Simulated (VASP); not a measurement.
The system is Mo3P4.

```
Mo P
1.0
     5.21840    0.00000    0.00000
     0.00000    5.21840    0.00000
     0.00000    0.00000    5.21840
Mo P
3 4
Direct
  0.00000 0.50000 0.50000
  0.50000 0.00000 0.50000
  0.50000 0.50000 0.00000
  0.50000 0.00000 0.00000
  0.00000 0.50000 0.00000
  0.00000 0.00000 0.50000
  0.00000 0.00000 0.00000
```

| Property | Result |
| --- | --- |
| Program | VASP 6.6.1 |
| Task | relaxation of cell and atoms |
| Functional | PBE |
| Potentials or basis | VASP PAW PBE potentials, release 64 (Mo_sv, P) |
| Cutoff | 600 eV |
| k mesh | 4 × 4 × 4 |
| Occupations | gaussian, width 0.1 eV |
| Spin | no spin polarisation |

At the start: pressure -22.4 GPa; volume 20.30 Å³/atom.

Problem. How do energy, volume and symmetry change on relaxing?

Solution. Over 4 steps the energy falls by 365.4 meV/atom and the volume is 16.11 Å³/atom (-20.6 %); space group Pm-3m (No. 221, to 0.05 Å).

Step by step:
```tsv
step	energy change (eV)	largest force (eV/Å)	pressure (GPa)	volume (Å³)
1	0.0000	0.0000	-22.36	142.11
2	0.2969	0.0000	52.09	91.44
3	-2.5538	0.0000	-1.39	113.53
4	-2.5579	0.0000	-0.34	112.77
```

Final structure:
```
CELL_PARAMETERS angstrom
4.83131 0.00000 0.00000
0.00000 4.83131 0.00000
0.00000 0.00000 4.83131
ATOMIC_POSITIONS crystal
Mo 0.00000 0.50000 0.50000
Mo 0.50000 0.00000 0.50000
Mo 0.50000 0.50000 0.00000
P 0.50000 0.00000 0.00000
P 0.00000 0.50000 0.00000
P 0.00000 0.00000 0.50000
P 0.00000 0.00000 0.00000
```

Caveat: the volume moved by over 15 % at a fixed basis, so the end points are rough.
